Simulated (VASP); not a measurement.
# GaN (P6_3mc) in VASP: notebook

The runs below take GaN through single point, with LDA.

Everything below comes from runs of VASP 6.6.1. Logs are shortened: lines on timing, memory, paths and dates and some standing lists are left out, and cuts for length are marked.

## 1. The cell of the first run

It takes space group P6_3mc (No. 186, hexagonal). Conventional cell: a = 3.180 Å, b = 3.180 Å, c = 5.166 Å, α = 90.00°, β = 90.00°, γ = 120.00°. Ga (site symmetry 3m) has 4 N at 1.94 to 1.95 Å within 2.6 Å. N (site symmetry 3m) has 4 Ga at 1.94 to 1.95 Å within 2.6 Å.

## 2. Single point, LDA

Input file INCAR:

```
ALGO     = Normal         # electronic algorithm
EDIFF    = 1E-7           # SCF threshold, eV
ENCUT    = 520            # plane-wave cutoff, eV
GGA      = CA             # functional
ISIF     = 2              # what is computed and relaxed
ISMEAR   = 0              # smearing method
LASPH    = T              # aspherical terms in the spheres
LCHARG   = F              # write CHGCAR
LREAL    = F              # projectors in reciprocal space
LWAVE    = F              # write WAVECAR
NBANDS   = 26             # bands
NELM     = 60             # most SCF steps
PREC     = Accurate       # precision mode
SIGMA    = 0.05           # smearing width, eV
```

Input file KPOINTS:

```
k-points
0
Gamma
  12 12 6
```

Input file POSCAR:

```
GaN
1.0
    3.1799996605      0.0000000000      0.0000000000
   -1.5899998303      2.7539604900      0.0000000000
    0.0000000000      0.0000000000      5.1660000000
Ga N
2 2
Direct
    0.3333333333      0.6666666667      0.0000000000
    0.6666666667      0.3333333333      0.5000000000
    0.3333333333      0.6666666667      0.3750000000
    0.6666666667      0.3333333333      0.8750000000
```

Potentials or basis: VASP PAW LDA potentials, release 64 (Ga_d, N).

On the command line:

```console
$ cat potpaw_LDA.64/Ga_d/POTCAR potpaw_LDA.64/N/POTCAR > POTCAR
$ mpirun -np 1 vasp_std > vasp.out
```

OUTCAR:

```text
EDIFF = 1E-7
   ENCUT = 520
   GGA = CA
   ISIF = 2
   ISMEAR = 0
   LASPH = T
   LREAL = F
   NELM = 60
   PREC = Accurate

 ion  position               nearest neighbor table
   1  0.333  0.667  0.000-   3 1.94   4 1.95   4 1.95   4 1.95
   2  0.667  0.333  0.500-   4 1.94   3 1.95   3 1.95   3 1.95
   3  0.333  0.667  0.375-   1 1.94   2 1.95   2 1.95   2 1.95
   4  0.667  0.333  0.875-   2 1.94   1 1.95   1 1.95   1 1.95

  LATTYP: Found a hexagonal cell.
 ALAT       =     3.1799996605
 C/A-ratio  =     1.6245284753

  Lattice vectors:

 A1 = (   3.1799996605,   0.0000000000,   0.0000000000)
 A2 = (  -1.5899998303,   2.7539604900,   0.0000000000)
 A3 = (   0.0000000000,   0.0000000000,   5.1660000000)

Analysis of symmetry for initial positions (statically):
=====================================================================
 Subroutine PRICEL returns:
 Original cell was already a primitive cell.

 Routine SETGRP: Setting up the symmetry group for a
 hexagonal supercell.

 Subroutine GETGRP returns: Found 12 space group operations
 (whereof  6 operations were pure point group operations)
 out of a pool of 24 trial point group operations.

The static configuration has the point symmetry C_3v.
 The point group associated with its full space group is C_6v.

Analysis of symmetry for dynamics (positions and initial velocities):
=====================================================================
 Subroutine PRICEL returns:
 Original cell was already a primitive cell.

 Routine SETGRP: Setting up the symmetry group for a
 hexagonal supercell.

 Subroutine GETGRP returns: Found 12 space group operations
 (whereof  6 operations were pure point group operations)
 out of a pool of 24 trial point group operations.

The dynamic configuration has the point symmetry C_3v.
 The point group associated with its full space group is C_6v.

 Subroutine INISYM returns: Found 12 space group operations
 (whereof  6 operations are pure point group operations),
 and found     1 'primitive' translations

----------------------------------------------------------------------------------------

                                     Primitive cell

  volume of cell :      45.2417

  direct lattice vectors                    reciprocal lattice vectors
     3.179999661  0.000000000  0.000000000     0.314465442  0.181556708  0.000000000
    -1.589999830  2.753960490  0.000000000     0.000000000  0.363113416  0.000000000
     0.000000000  0.000000000  5.166000000     0.000000000  0.000000000  0.193573364

  length of vectors
     3.179999661  3.179999661  5.166000000     0.363113416  0.363113416  0.193573364

  position of ions in fractional coordinates (direct lattice)
     0.333333333  0.666666667  0.000000000
     0.666666667  0.333333333  0.500000000
     0.333333333  0.666666667  0.375000000
     0.666666667  0.333333333  0.875000000

  ion indices of the primitive-cell ions
   primitive index   ion index
                 1           1
                 2           2
                 3           3
                 4           4

----------------------------------------------------------------------------------------

 KPOINTS: k-points

Automatic generation of k-mesh.
 Grid dimensions read from file:
 generate k-points for:   12   12    6

 Generating k-lattice:

  Cartesian coordinates                     Fractional coordinates (reciprocal lattice)
     0.026205454  0.015129726  0.000000000     0.083333333  0.000000000  0.000000000
     0.000000000  0.030259451  0.000000000     0.000000000  0.083333333  0.000000000
     0.000000000  0.000000000  0.032262227     0.000000000  0.000000000  0.166666667

  Length of vectors
     0.030259451  0.030259451  0.032262227

  Shift w.r.t. Gamma in fractional coordinates (k-lattice)
     0.000000000  0.000000000  0.000000000

 Subroutine IBZKPT returns following result:
 ===========================================

 Found     76 irreducible k-points:

 Following reciprocal coordinates:
            Coordinates               Weight
  0.000000  0.000000  0.000000      1.000000
  0.083333  0.000000  0.000000      6.000000
  0.166667  0.000000  0.000000      6.000000
  0.250000  0.000000  0.000000      6.000000
  0.333333  0.000000  0.000000      6.000000
  0.416667  0.000000  0.000000      6.000000
[... 16 lines left out ...]
  0.250000  0.000000  0.166667     12.000000
  0.333333  0.000000  0.166667     12.000000
 [... further k-points ...]
   k-points           NKPTS =     76   k-points in BZ     NKDIM =     76   number of bands    NBANDS=     26
   number of dos      NEDOS =    301   number of ions     NIONS =      4
   total plane-waves  NPLWV =  23040
   dimension x,y,z NGX =    24 NGY =   24 NGZ =   40
   dimension x,y,z NGXF=    48 NGYF=   48 NGZF=   80
   ions per type =               2   2
   NGX,Y,Z   is equivalent  to a cutoff of  12.55, 12.55, 12.87 a.u.
   NGXF,Y,Z  is equivalent  to a cutoff of  25.09, 25.09, 25.74 a.u.
 SYSTEM =  unknown system
   PREC   = accura    normal or accurate (medium, high low for compatibility)
   ISTART =      0    job   : 0-new  1-cont  2-samecut
   ICHARG =      2    charge: 1-file 2-atom 10-const
   ISPIN  =      1    spin polarized calculation?
   LNONCOLLINEAR =      F non collinear calculations
   LSORBIT =      F    spin-orbit coupling
   LASPH  =      T    aspherical Exc in radial PAW
   ENCUT  =  520.0 eV  38.22 Ry    6.18 a.u.   5.91  5.91  9.61*2*pi/ulx,y,z
   NELM   =     60;   NELMIN=  2; NELMDL= -5     # of ELM steps
   EDIFF  = 0.1E-06   stopping-criterion for ELM
   LREAL  =      F    real-space projection
   EDIFFG = 0.1E-05   stopping-criterion for IOM
   NSW    =      0    number of steps for IOM
   IBRION =     -1    ionic relax: 0-MD 1-quasi-New 2-CG
   NFREE  =      0    steps in history (QN), initial steepest desc. (CG)
   ISIF   =      2    stress and relaxation
   ISYM   =      2    0-nonsym 1-usesym 2-fastsym
   POTIM  = 0.5000    time-step for ionic-motion
   TEBEG  =    0.0;   TEEND  =   0.0 temperature during run
   PSTRESS=    0.0 pullay stress
   NELECT =      36.0000    total number of electrons
   NUPDOWN=      -1.0000    fix difference up-down
   EMIN   =  10.00;   EMAX   =-10.00  energy-range for DOS
   EFERMI =   0.00;   METHOD = LEGACY
   ISMEAR =     0;   SIGMA  =   0.05  broadening in eV -4-tet -1-fermi 0-gaus
   EFERMI_NEDOS =   21; number of points for ismear=-14 and -15
   IALGO  =     38    algorithm
   IMIX   =      4    mixing-type and parameters
     AMIX     =   0.40;   BMIX     =  1.00
     AMIX_MAG =   1.60;   BMIX_MAG =  1.00
  volume/ion in A,a.u.               =      11.31        76.33
  Fermi-wavevector in a.u.,A,eV,Ry     =   1.517036  2.866783 31.312431  2.301399
  Thomas-Fermi vector in A             =   2.626346
   LORBIT       =      0    0 simple, 1 ext, 2 COOP (PROOUT), +10 PAW based schemes
   GGA     = CA    functional components
   LHFCALC =     F    Hartree Fock is set to
   AEXX    =    0.0000 exact exchange contribution
   IVDW    =     0    specifies the selected vdW correction
   LEPSILON=     F    determine dielectric tensor
   LRPA    =     F    only Hartree local field effects (RPA)
 non-spin polarized calculation
 Gauss-broadening in eV      SIGMA  =   0.05
  energy-cutoff  :      520.00
  volume of cell :       45.24
 maximum number of plane-waves:      1236
 NGX is ok and might be reduce to    24
   NGX = 11   NGY = 11   NGZ = 19

 number of electron      35.9999999 magnetization

 Free energy of the ion-electron system (eV)
  ---------------------------------------------------
  ext. energy  EPLUGINS =         0.00000000
  ---------------------------------------------------
  free energy    TOTEN  =       -27.90095415 eV

  energy without entropy =      -27.90095415  energy(sigma->0) =      -27.90095415

 E-fermi :   5.4659     XC(G=0): -12.1740

 val. band max:        5.1830026497   @ k =   0.0000   0.0000   0.0000
 cond. band min:       7.1718149929   @ k =   0.0000   0.0000   0.0000
 fundamental gap:      1.9888123432
 Fermi energy:         5.4659469071

 k-point     1 :       0.0000    0.0000    0.0000
  band No.  band energies     occupation
      1     -10.7577      2.00000
      2      -9.8517      2.00000
      3      -8.3867      2.00000
      4      -8.3647      2.00000
      5      -8.3647      2.00000
      6      -8.3008      2.00000
[... 18 lines left out ...]
     25      16.7750      0.00000
     26      16.7750      0.00000

 k-point     2 :       0.0833    0.0000    0.0000
  band No.  band energies     occupation
      1     -10.6873      2.00000
      2      -9.8353      2.00000
      3      -8.3782      2.00000
      4      -8.3545      2.00000
      5      -8.3437      2.00000
      6      -8.2933      2.00000
[... 18 lines left out ...]
     25      16.4303      0.00000
     26      16.9283      0.00000

 k-point     3 :       0.1667    0.0000    0.0000
  band No.  band energies     occupation
      1     -10.4967      2.00000
      2      -9.7957      2.00000
      3      -8.3525      2.00000
      4      -8.3300      2.00000
      5      -8.2872      2.00000
      6      -8.2500      2.00000
[... 18 lines left out ...]
     25      16.4816      0.00000
     26      17.2858      0.00000

 k-point     4 :       0.2500    0.0000    0.0000
  band No.  band energies     occupation
      1     -10.2490      2.00000
      2      -9.7533      2.00000
      3      -8.3269      2.00000
      4      -8.3061      2.00000
      5      -8.2441      2.00000
      6      -8.1969      2.00000
[... 18 lines left out ...]
     25      16.5287      0.00000
     26      17.8215      0.00000
[... 496 lines left out ...]
      1     -10.4240      2.00000
      2      -9.8121      2.00000
      3      -8.3488      2.00000
      4      -8.3266      2.00000
      5      -8.2891      2.00000
      6      -8.2560      2.00000
[... 18 lines left out ...]
     25      16.0624      0.00000
     26      17.0734      0.00000

 k-point    23 :       0.2500    0.0000    0.1667
  band No.  band energies     occupation
      1     -10.1916      2.00000
      2      -9.7619      2.00000
      3      -8.3279      2.00000
      4      -8.2994      2.00000
      5      -8.2569      2.00000
      6      -8.2047      2.00000
[... 18 lines left out ...]
     25      16.1881      0.00000
     26      17.5939      0.00000

 k-point    24 :       0.3333    0.0000    0.1667
  band No.  band energies     occupation
      1      -9.9934      2.00000
      2      -9.7258      2.00000
      3      -8.3194      2.00000
      4      -8.2841      2.00000
      5      -8.2306      2.00000
      6      -8.1553      2.00000
[... 18 lines left out ...]
     25      16.4248      0.00000
     26      18.1902      0.00000

 [... further k-points ...]
[... 5 lines left out ...]
  --------------------------------------------------------------------------------------
  -------------------------------------------------------------------------------------
  Total       -1.1764400     -1.1764400     -0.5617610      0.0000000      0.0000000      0.0000000
  in kB      -41.6621040    -41.6621040    -19.8940400      0.0000000      0.0000000      0.0000000
  external PRESSURE =     -34.4060827 kB  Pullay stress =       0.0000000 kB

 VOLUME and BASIS-vectors are now :
 -----------------------------------------------------------------------------
  energy-cutoff  :      520.00
  volume of cell :       45.24
      direct lattice vectors                 reciprocal lattice vectors
     3.179999661  0.000000000  0.000000000     0.314465442  0.181556708  0.000000000
    -1.589999830  2.753960490  0.000000000     0.000000000  0.363113416  0.000000000
     0.000000000  0.000000000  5.166000000     0.000000000  0.000000000  0.193573364

 POSITION                                       TOTAL-FORCE (eV/Angst)
 -----------------------------------------------------------------------------------
     -0.00000      1.83597      0.00000        -0.000000      0.000000     -0.127838
      1.59000      0.91799      2.58300         0.000000     -0.000000     -0.127838
     -0.00000      1.83597      1.93725         0.000000      0.000000      0.127838
      1.59000      0.91799      4.52025        -0.000000     -0.000000      0.127838
 -----------------------------------------------------------------------------------
    total drift:                               -0.000001     -0.000001      0.000466

  FREE ENERGIE OF THE ION-ELECTRON SYSTEM (eV)
  ---------------------------------------------------
  free  energy   TOTEN  =       -27.9009541496 eV

  energy  without entropy=      -27.9009541496  energy(sigma->0) =      -27.90095415
```

It took 2.6 min on 1 thread of Intel Xeon 8259CL, shared host; peak memory 0.19 GiB.

Results:

```
Free energy            : -27.9010 eV
Pressure               : -3.4 GPa
Largest force          : 0.128 eV/Å
Band gap on the k mesh : 1.99 eV
```

Forces in eV/Å, atoms in the order of the input:
```
Ga   0.000  0.000 -0.128
Ga   0.000  0.000 -0.128
N    0.000  0.000  0.128
N    0.000  0.000  0.128
```

Levels at points of the mesh, in eV from the valence-band top:
```tsv
k point	band 14	band 15	band 16	band 17	band 18	band 19	band 20	band 21	band 22	band 23
(0.00, 0.00, 0.00)	-1.08	-1.08	-0.06	0.00	0.00	1.99	4.21	9.10	9.73	9.73
(0.50, 0.00, 0.00)	-5.35	-4.33	-2.81	-2.30	-1.00	4.91	5.53	5.93	8.53	10.23
(0.00, 0.00, 0.50)	-3.88	-0.55	-0.55	-0.55	-0.55	4.24	4.24	8.37	8.37	10.27
(0.50, 0.00, 0.50)	-6.73	-1.98	-1.98	-1.95	-1.95	4.31	4.31	7.69	7.69	9.87
```

Caveat: the cell stands under tension. Expect the measured gap to be larger: semilocal functionals such as LDA lack the derivative discontinuity.

## 3. Single point, LDA

Input file INCAR:

```
SYSTEM = GaN
  PREC = Accurate
  ENCUT = 520
  EDIFF = 1E-6
  ISMEAR = 0
  SIGMA = 0.05
  LREAL = .FALSE.
  LASPH = .TRUE.
  NELM = 60
  ALGO = Normal
  ISIF = 2
  LWAVE = .FALSE.
  LCHARG = .FALSE.
  NBANDS = 26
```

Input file KPOINTS:

```
regular mesh
0
G
  12 12 6
  0 0 0
```

POSCAR is that of step 2.

Potentials or basis: VASP PAW LDA potentials, release 64 (Ga_d, N).

On the command line:

```console
$ cat potpaw_LDA.64/Ga_d/POTCAR potpaw_LDA.64/N/POTCAR > POTCAR
$ mpirun -np 1 vasp_std > vasp.out
```

It took 83 s on 1 thread of Intel Xeon 8259CL, shared host; peak memory 0.19 GiB.

The run converged. Its results:

```yaml
Free_energy: -27.9010 eV
Pressure: -3.4 GPa
Largest_force: 0.128 eV/Å
Band_gap_on_the_k_mesh: 1.99 eV
```

Forces on the atoms (eV/Å):
```
Ga   0.000  0.000 -0.128
Ga   0.000  0.000 -0.128
N    0.000  0.000  0.128
N    0.000  0.000  0.128
```

Stress tensor (GPa, compression positive):
```
-4.12  0.00  0.00
 0.00 -4.12  0.00
 0.00  0.00 -1.93
```

Levels at points of the mesh, in eV from the valence-band top:
```
           k point  band 14  band 15  band 16  band 17  band 18  band 19  band 20  band 21  band 22  band 23
(0.00, 0.00, 0.00)    -1.08    -1.08    -0.06     0.00     0.00     1.99     4.20     9.10     9.73     9.73
(0.50, 0.00, 0.00)    -5.35    -4.33    -2.81    -2.31    -1.00     4.91     5.53     5.93     8.53    10.23
(0.00, 0.00, 0.50)    -3.88    -0.55    -0.55    -0.55    -0.55     4.24     4.24     8.37     8.37    10.26
(0.50, 0.00, 0.50)    -6.73    -1.99    -1.99    -1.95    -1.95     4.31     4.31     7.68     7.68     9.87
```

Caveat: the cell stands under tension.
